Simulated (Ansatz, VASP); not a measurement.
## Two plane-wave programs on Al3BN2

```
Al B N
1.0
     2.38786    1.37863    3.82543
    -2.38786    1.37863    3.82543
     0.00000   -2.75726    3.82543
Al B N
3 1 2
Direct
  0.77583 0.77583 0.77583
  0.22417 0.22417 0.22417
  0.00000 0.00000 0.00000
  0.50000 0.50000 0.50000
  0.38257 0.38257 0.38257
  0.61743 0.61743 0.61743
```

Alike in both runs: functional PBE; k mesh 3 × 3 × 3; occupations gaussian, width 0.15 eV; no spin polarisation.

Ansatz relaxed the structure, and its values are those at the end. VASP's run is a single point on that final structure, the one shown.

|  | VASP | Ansatz |
| --- | --- | --- |
| version | VASP 6.6.1 | Ansatz 0.2.0 |
| potentials or method | VASP PAW PBE potentials, release 64 (Al, B, N), cutoff 600 eV | scalar-relativistic, plane waves, PAW |
| valence electrons in the cell | 22 | 22 |

|  | VASP | Ansatz | Ansatz less VASP |
| --- | --- | --- | --- |
| gap on the k mesh at the Fermi level (eV) | none | none | - |
| pressure (GPa) | -0.4 | -0.1 | +0.24 |
| rms of the force components (eV/Å) | 0.004 | 0.007 | +0.0031 |

A gap of «none» marks a metal or a gap that the smearing closes.

The k mesh is coarse, so the values compare programs but aren't converged.
